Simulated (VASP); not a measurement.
A run of VASP 6.6.1 is set up as follows.

File INCAR:

```
SYSTEM = Ti3Ge8Mo
PREC = Accurate
ENCUT = 520
EDIFF = 1E-6
ISMEAR = 0
SIGMA = 0.1
LREAL = .FALSE.
LASPH = .TRUE.
NELM = 80
ALGO = Normal
ISIF = 2
LWAVE = .FALSE.
LCHARG = .TRUE.
GGA = PE
LELF = .TRUE.
LVHAR = .TRUE.
NBANDS = 93
```

Contents of KPOINTS:

```
Automatic mesh
0
G
  4 4 2
  0 0 0
```

The input POSCAR:

```
Ti3Ge8Mo
1.0
    2.5093809000     -4.4112548000      0.0000000000
    2.5093809000      4.4112548000      0.0000000000
    0.0000000000      0.0000000000      8.6393416000
Ti Ge Mo
3 8 1
Direct
    0.5000000000      0.5000000000      0.5000000000
    0.0000000000      0.5000000000      0.2509480000
    0.5000000000      0.0000000000      0.7490520000
    0.5000000000      0.5000000000      0.8328070000
    0.0000000000      0.0000000000      0.3323180000
    0.0000000000      0.5000000000      0.9115720000
    0.5000000000      0.0000000000      0.4157820000
    0.0000000000      0.5000000000      0.5842180000
    0.5000000000      0.0000000000      0.0884280000
    0.5000000000      0.5000000000      0.1671930000
    0.0000000000      0.0000000000      0.6676820000
    0.0000000000      0.0000000000      0.0000000000
```

Potentials or basis: VASP PAW PBE potentials, release 64 (Ti_sv, Ge_d, Mo_sv).

Launch:

```console
$ cat potpaw_PBE.64/Ti_sv/POTCAR potpaw_PBE.64/Ge_d/POTCAR potpaw_PBE.64/Mo_sv/POTCAR > POTCAR
$ mpirun -np 1 vasp_std > vasp.out
```

(1) What does it give for the pressure?

(2) Predict the band gap on the k mesh.

(3) Estimate the largest force.

Answers

(1) 0.0 GPa.

(2) zero (band 81 reaches 9.36 eV, above the bottom of band 82 at 7.86 eV).

(3) 0.067 eV/Å.

Caveat: the k points lie up to 0.36 Å⁻¹ apart.
